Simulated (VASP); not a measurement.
Input of a VASP 6.6.1 run:

Contents of INCAR:

```
PREC = Accurate
ENCUT = 520
EDIFF = 1E-7
ISMEAR = -1
SIGMA = 0.1
LREAL = F
LASPH = T
NELM = 150
ALGO = Normal
ISIF = 2
LWAVE = F
LCHARG = F
ISPIN = 2
MAGMOM = 3 0 0 0
LORBIT = 11
LMAXMIX = 4
NBANDS = 33
```

Contents of KPOINTS:

```
regular mesh
0
Gamma
  6 6 6
```

Contents of POSCAR:

```
CrPd3
1.0
    3.9251676916      0.0000000000      0.0000000000
    0.0000000000      3.9251676916      0.0000000000
    0.0000000000      0.0000000000      3.9251676916
Cr Pd
1 3
Direct
    0.0000000000      0.0000000000      0.0000000000
    0.0000000000      0.5000000000      0.5000000000
    0.5000000000      0.0000000000      0.5000000000
    0.5000000000      0.5000000000      0.0000000000
```

Potentials or basis: VASP PAW LDA potentials, release 64 (Cr_pv, Pd).

The run is started by

```console
$ cat potpaw_LDA.64/Cr_pv/POTCAR potpaw_LDA.64/Pd/POTCAR > POTCAR
$ mpirun -np 1 vasp_std > vasp.out
```

Question: What does it give for the pressure?

Answer: -17.0 GPa.

Question: Estimate the net moment.

Answer: 2.62 μB per cell.

Question: Estimate the site moments.

Answer: Cr +2.69; Pd -0.07 μB.
